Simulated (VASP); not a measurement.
# ScNb2O3 (P-4m2) in VASP: relaxation of cell and atoms with PBE

Aim: the relaxation of cell and atoms of ScNb2O3 with PBE.

Program: VASP 6.6.1. These are calculated values, not measurements. Logs are shortened: lines on timing, memory, paths and dates and some standing lists are left out, and cuts for length are marked.

### Step 1. The cell of the first run

The structure is tetragonal, space group P-4m2 (No. 115). Conventional cell: a = 3.296 Å, b = 3.296 Å, c = 7.262 Å, α = 90.00°, β = 90.00°, γ = 90.00°. Within 3.1 Å of Sc (site symmetry -4m2) lie 4 O at 2.33 Å and 4 Nb at 2.55 Å. Nb (site symmetry 2mm) has 7 O at 2.48 to 2.55 Å and 2 Sc at 2.55 Å and 4 Nb at 3.30 Å within 3.3 Å. O (site symmetry 2mm) has 5 Nb at 2.48 to 2.53 Å and 10 O at 2.88 to 3.30 Å and 2 Sc at 3.24 Å within 3.3 Å. Within 3.1 Å of O (site symmetry -4m2) lie 4 Sc at 2.33 Å and 4 Nb at 2.55 Å.

The cell was generated, and may not be a known phase.

### Step 2. Relaxation of cell and atoms, PBE

File INCAR:

```
SYSTEM = ScNb2O3
  ALGO = Normal
  EDIFF = 1E-7
  EDIFFG = -0.04
  ENCUT = 1340
  GGA = PE
  GGA_COMPAT = .FALSE.
  IBRION = 2
  ISIF = 3
  ISMEAR = 0
  LASPH = .TRUE.
  LCHARG = .FALSE.
  LREAL = .FALSE.
  LWAVE = .FALSE.
  NELM = 120
  NELMIN = 4
  NSW = 90
  PREC = Accurate
  SIGMA = 0.1
```

File KPOINTS:

```
k-points
0
G
  6 6 4
  0 0 0
```

File POSCAR:

```
ScNb2O3
1.0
    3.2960984500      0.0000000000      0.0000000000
    0.0000000000      3.2960984500      0.0000000000
    0.0000000000      0.0000000000      7.2616143500
Sc Nb O
1 2 3
Direct
    0.0000000000      0.0000000000      0.0000000000
    0.0000000000      0.5000000000      0.7315000300
    0.5000000000      0.0000000000      0.2684999700
    0.0000000000      0.5000000000      0.3835000100
    0.5000000000      0.0000000000      0.6164999900
    0.5000000000      0.5000000000      0.0000000000
```

Potentials or basis: VASP PAW PBE potentials, release 64 (Sc_sv, Nb_sv, O_h).

Launch:

```sh
$ cat potpaw_PBE.64/Sc_sv/POTCAR potpaw_PBE.64/Nb_sv/POTCAR potpaw_PBE.64/O_h/POTCAR > POTCAR
$ mpirun -np 1 vasp_std > vasp.out
```

OUTCAR:

```text
SYSTEM = ScNb2O3
   EDIFF = 1E-7
   EDIFFG = -0.04
   ENCUT = 1340
   GGA = PE
   IBRION = 2
   ISIF = 3
   ISMEAR = 0
   LASPH = .TRUE.
   LREAL = .FALSE.
   NELM = 120
   NELMIN = 4
   NSW = 90
   PREC = Accurate

 ion  position               nearest neighbor table
   1  0.000  0.000  0.000-   6 2.33   6 2.33   6 2.33   6 2.33   3 2.55   3 2.55   2 2.55   2 2.55

   2  0.000  0.500  0.732-   1 2.55   1 2.55
   3  0.500  0.000  0.268-   1 2.55   1 2.55
   4  0.000  0.500  0.384-
   5  0.500  0.000  0.616-
   6  0.500  0.500  0.000-   1 2.33   1 2.33   1 2.33   1 2.33

  LATTYP: Found a simple tetragonal cell.
 ALAT       =     3.2960984500
 C/A-ratio  =     2.2030938882

  Lattice vectors:

 A1 = (   3.2960984500,   0.0000000000,   0.0000000000)
 A2 = (   0.0000000000,   3.2960984500,   0.0000000000)
 A3 = (   0.0000000000,   0.0000000000,   7.2616143500)

Analysis of symmetry for initial positions (statically):
=====================================================================
 Subroutine PRICEL returns:
 Original cell was already a primitive cell.

 Routine SETGRP: Setting up the symmetry group for a
 simple tetragonal supercell.

 Subroutine GETGRP returns: Found  8 space group operations
 (whereof  8 operations were pure point group operations)
 out of a pool of 16 trial point group operations.

The static configuration has the point symmetry D_2d.

Analysis of symmetry for dynamics (positions and initial velocities):
=====================================================================
 Subroutine PRICEL returns:
 Original cell was already a primitive cell.

 Routine SETGRP: Setting up the symmetry group for a
 simple tetragonal supercell.

 Subroutine GETGRP returns: Found  8 space group operations
 (whereof  8 operations were pure point group operations)
 out of a pool of 16 trial point group operations.

The dynamic configuration has the point symmetry D_2d.

 Subroutine INISYM returns: Found  8 space group operations
 (whereof  8 operations are pure point group operations),
 and found     1 'primitive' translations

----------------------------------------------------------------------------------------

                                     Primitive cell

  volume of cell :      78.8921

  direct lattice vectors                    reciprocal lattice vectors
     3.296098450  0.000000000  0.000000000     0.303388996  0.000000000  0.000000000
     0.000000000  3.296098450  0.000000000     0.000000000  0.303388996  0.000000000
[... 110 lines left out ...]
   IALGO  =     38    algorithm
   IMIX   =      4    mixing-type and parameters
     AMIX     =   0.40;   BMIX     =  1.00
     AMIX_MAG =   1.60;   BMIX_MAG =  1.00
  volume/ion in A,a.u.               =      13.15        88.73
  Fermi-wavevector in a.u.,A,eV,Ry     =   1.451614  2.743153 28.669977  2.107184
  Thomas-Fermi vector in A             =   2.569091
   LORBIT       =      0    0 simple, 1 ext, 2 COOP (PROOUT), +10 PAW based schemes
   GGA     = PE    functional components
   LHFCALC =     F    Hartree Fock is set to
   AEXX    =    0.0000 exact exchange contribution
   IVDW    =     0    specifies the selected vdW correction
   LEPSILON=     F    determine dielectric tensor
   LRPA    =     F    only Hartree local field effects (RPA)
 conjugate gradient relaxation of ions
 non-spin polarized calculation
 Gauss-broadening in eV      SIGMA  =   0.10
  energy-cutoff  :     1340.00
  volume of cell :       78.89
 maximum number of plane-waves:      8810
 NGX is ok and might be reduce to    40
   NGX = 19   NGY = 19   NGZ = 43

--------------------------------------- Ionic step        1  -------------------------------------------

 number of electron      55.0000003 magnetization

 Free energy of the ion-electron system (eV)
  ---------------------------------------------------
  ext. energy  EPLUGINS =         0.00000000
  ---------------------------------------------------
  free energy    TOTEN  =       -46.94455846 eV

  energy without entropy =      -46.92248932  energy(sigma->0) =      -46.93352389

------------------------ aborting loop because EDIFF is reached ----------------------------------------

  FORCE on cell =-STRESS in cart. coord.  units (eV):
  Direction    XX          YY          ZZ          XY          YZ          ZX
  --------------------------------------------------------------------------------------
  -------------------------------------------------------------------------------------
  Total      -11.6083239    -11.6083239     -0.9423075      0.0000000      0.0000000      0.0000000
  in kB     -235.7472145   -235.7472145    -19.1368173      0.0000000      0.0000000      0.0000000
  external PRESSURE =    -163.5437488 kB  Pullay stress =       0.0000000 kB
[... 101 lines left out ...]
  FREE ENERGIE OF THE ION-ELECTRON SYSTEM (eV)
  ---------------------------------------------------
  free  energy   TOTEN  =       -49.3158300460 eV

  energy  without entropy=      -49.2880606604  energy(sigma->0) =      -49.30194535

 E-fermi :  10.0239     XC(G=0): -11.8938

 val. band max:       10.0230034456   @ k =   0.3333   0.1667   0.0000
 cond. band min:      10.0331314130   @ k =   0.1667   0.0000   0.2500
 fundamental gap:      0.0101279675
 Fermi energy:        10.0238775856

 k-point     1 :       0.0000    0.0000    0.0000
  band No.  band energies     occupation
      1     -46.2757      2.00000
      2     -46.2123      2.00000
      3     -39.8544      2.00000
      4     -22.5817      2.00000
      5     -22.1671      2.00000
      6     -22.1671      2.00000
[... 853 lines left out ...]
     32      11.5471      0.00000
     33      11.9948      0.00000

 [... further k-points ...]

[... ionic steps 4 to 25 ...]

--------------------------------------- Ionic step       26  -------------------------------------------

 number of electron      55.0000000 magnetization

------------------------ aborting loop because EDIFF is reached ----------------------------------------
[... 75 lines left out ...]
--------------------------------------- Ionic step       28  -------------------------------------------

 number of electron      55.0000000 magnetization

 Free energy of the ion-electron system (eV)
  ---------------------------------------------------
  ext. energy  EPLUGINS =         0.00000000
  ---------------------------------------------------
  free energy    TOTEN  =       -51.92074045 eV

  energy without entropy =      -51.88873683  energy(sigma->0) =      -51.90473864

 E-fermi :   8.9206     XC(G=0): -11.5499

 val. band max:        8.9064580461   @ k =   0.5000   0.1667   0.5000
 cond. band min:       8.9213266745   @ k =   0.3333   0.1667   0.2500
 fundamental gap:      0.0148686284
 Fermi energy:         8.9206154495

 k-point     1 :       0.0000    0.0000    0.0000
  band No.  band energies     occupation
      1     -47.1181      2.00000
      2     -47.0948      2.00000
      3     -41.1252      2.00000
      4     -23.4453      2.00000
      5     -23.1406      2.00000
      6     -22.8786      2.00000
[... 888 lines left out ...]
  FREE ENERGIE OF THE ION-ELECTRON SYSTEM (eV)
  ---------------------------------------------------
  free  energy   TOTEN  =       -51.9207404547 eV

  energy  without entropy=      -51.8887368331  energy(sigma->0) =      -51.90473864

 reached required accuracy - stopping structural energy minimisation
```

CONTCAR:

```text
ScNb2O3
   1.00000000000000
     2.9838864143670878   -0.0000000000000000   -0.0000000000000000
    -0.0000000000000000    2.9838864143670878    0.0000000000000000
    -0.0000000000000000    0.0000000000000000    9.0204610201607043
  Sc              Nb              O
     1     2     3
Direct
     0.0000000000000000    0.0000000000000000    0.0000000000000000
     0.0000000000000000    0.5000000000000000    0.6552667231602463
     0.5000000000000000    0.0000000000000000    0.3447332768397536
     0.0000000000000000    0.5000000000000000    0.4080033894001861
     0.5000000000000000    0.0000000000000000    0.5919966105998139
     0.5000000000000000    0.5000000000000000    0.0000000000000000

  0.00000000E+00  0.00000000E+00  0.00000000E+00
  0.00000000E+00  0.00000000E+00  0.00000000E+00
  0.00000000E+00  0.00000000E+00  0.00000000E+00
  0.00000000E+00  0.00000000E+00  0.00000000E+00
  0.00000000E+00  0.00000000E+00  0.00000000E+00
  0.00000000E+00  0.00000000E+00  0.00000000E+00
```

Run time: 73 min. Hardware: 1 thread of Intel Xeon 6975P-C (Granite Rapids), shared host; peak memory 0.66 GiB.

What came out:

```
Free energy                           : -51.9207 eV
Relaxed volume                        : 13.39 Å³/atom
Relaxed cell                          : a = 2.984 Å, b = 2.984 Å, c = 9.020 Å, α = 90.00°, β = 90.00°, γ = 90.00°
Space group after relaxing (to 0.1 Å) : P-4m2 (No. 115)
Energy gained by relaxing             : 829.4 meV/atom
Ionic steps                           : 28
Pressure after relaxing               : 0.0 GPa
Largest force after relaxing          : 0.018 eV/Å
Band gap on the k mesh                : zero (an odd number of electrons rules out a gap without spin polarisation)
```

Forces on the atoms (eV/Å):
```
Sc   0.000  0.000  0.000
Nb   0.000  0.000  0.007
Nb   0.000  0.000 -0.007
O    0.000  0.000  0.018
O    0.000  0.000 -0.018
O    0.000  0.000  0.000
```

Step by step:
```
step  energy change (eV)  largest force (eV/Å)  pressure (GPa)  volume (Å³)
   1              0.0000                4.9115          -16.35        78.89
   2             -2.3480                2.4188           24.12        64.36
   3             -2.3713                2.5163           19.12        65.30
   4             -4.1131                0.9794           11.56        70.93
   5             -4.2419                0.6660           10.49        72.37
   6             -4.2716                0.5947           10.13        75.22
   7             -4.0694                0.6235          -13.40        85.06
   8             -4.3889                0.3780           -0.34        78.76
   9             -4.3890                0.3850           -0.08        78.66
  10             -4.4723                0.6777           -1.06        79.65
  11             -4.5887                1.1584           -2.09        80.99
  12             -4.7501                0.7045           -3.93        83.58
  13             -4.7877                0.5234           -1.28        82.65
  14             -4.7892                0.4785           -0.59        82.43
  15             -4.8099                0.4542           -0.82        82.13
  16             -4.8662                0.3800           -1.25        81.21
  17             -4.9380                0.4895           -1.35        79.33
  18             -4.9386                0.4620           -0.95        78.69
  19             -4.9404                0.4819           -1.20        79.01
  20             -4.9411                0.0199            3.64        77.34
  21             -4.9506                0.2449            1.19        78.14
  22             -4.9630                0.1198            0.68        78.77
  23             -4.9704                0.0618            0.07        79.62
  24             -4.9705                0.0949           -0.03        79.77
  25             -4.9758                0.0548            0.48        80.09
  26             -4.9758                0.0542            0.46        80.09
  27             -4.9750                0.0761           -0.94        80.72
  28             -4.9762                0.0176           -0.03        80.31
```

Final structure:
```
CELL_PARAMETERS angstrom
2.98389 0.00000 0.00000
0.00000 2.98389 0.00000
0.00000 0.00000 9.02046
ATOMIC_POSITIONS crystal
Sc 0.00000 0.00000 0.00000
Nb 0.00000 0.50000 0.65527
Nb 0.50000 0.00000 0.34473
O 0.00000 0.50000 0.40800
O 0.50000 0.00000 0.59200
O 0.50000 0.50000 0.00000
```

Levels at points of the mesh, in eV from the Fermi level:
```csv
k point,band 24,band 25,band 26,band 27,band 28,band 29,band 30,band 31,band 32,band 33
"(0.00, 0.00, 0.00)",-4.17,-3.57,-2.98,-2.55,-0.90,0.58,1.47,1.60,1.60,1.80
"(0.50, 0.00, 0.00)",-5.46,-1.52,-0.92,0.28,0.83,0.95,1.33,1.33,1.39,2.77
"(0.50, 0.50, 0.00)",-4.39,-0.70,-0.27,-0.10,0.10,0.10,0.16,1.78,1.78,2.73
"(0.00, 0.00, 0.50)",-4.17,-3.56,-3.00,-1.77,-0.88,-0.14,1.24,1.64,1.64,1.80
"(0.50, 0.00, 0.50)",-5.60,-1.28,-0.65,-0.18,0.76,0.98,1.24,1.31,1.38,2.67
"(0.50, 0.50, 0.50)",-4.38,-0.73,-0.27,-0.13,-0.13,-0.08,0.12,2.36,2.36,2.81
```

Caveat: a cell axis changed by over 15 % at a fixed basis, so the end point is rough; an odd number of electrons without spin polarisation forces a metal; a magnetic or distorted state may lie lower.
